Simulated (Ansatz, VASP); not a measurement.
# MgO: VASP beside Ansatz

```
CELL_PARAMETERS angstrom
-0.00354 2.28201 2.28201
2.28201 -0.00354 2.28201
2.27847 2.27847 0.00000
ATOMIC_POSITIONS crystal
Mg 0.99972 0.99972 0.00028
O 0.25028 0.25028 0.24972
```

Change from the starting cell: shear_xy strain -0.3%.

Alike in both runs: task single point; functional HSE06; k mesh 6 × 6 × 6; no spin polarisation.

|  | VASP | Ansatz |
| --- | --- | --- |
| version | VASP 6.6.1 | Ansatz 0.2.0 |
| potentials or method | VASP PAW PBE potentials, release 64 (Mg, O) | plane waves, PAW |
| plane-wave cutoff (eV) | 520 | 420 |
| occupations | gaussian, width 0.01 eV | fixed |
| valence electrons in the cell | 8 | 16 |

Ansatz gave:

| Item | Value |
| --- | --- |
| gap on the k mesh at the Fermi level (eV) | 5.26 |
| pressure (GPa) | 0.0 |
| traceless stress, the component that is largest in VASP (GPa) | 0.27 |

Question: Which values does VASP return?

Answer: gap on the k mesh at the Fermi level (eV): 5.23; pressure (GPa): -0.1; traceless stress, the component that is largest in VASP (GPa): 0.28.

VASP's potentials hold 8 valence electrons a cell and Ansatz's 16, so a difference there can come from the potentials and not from the codes. Ansatz's warnings: stress exchange threshold loose, stress scf threshold loose.
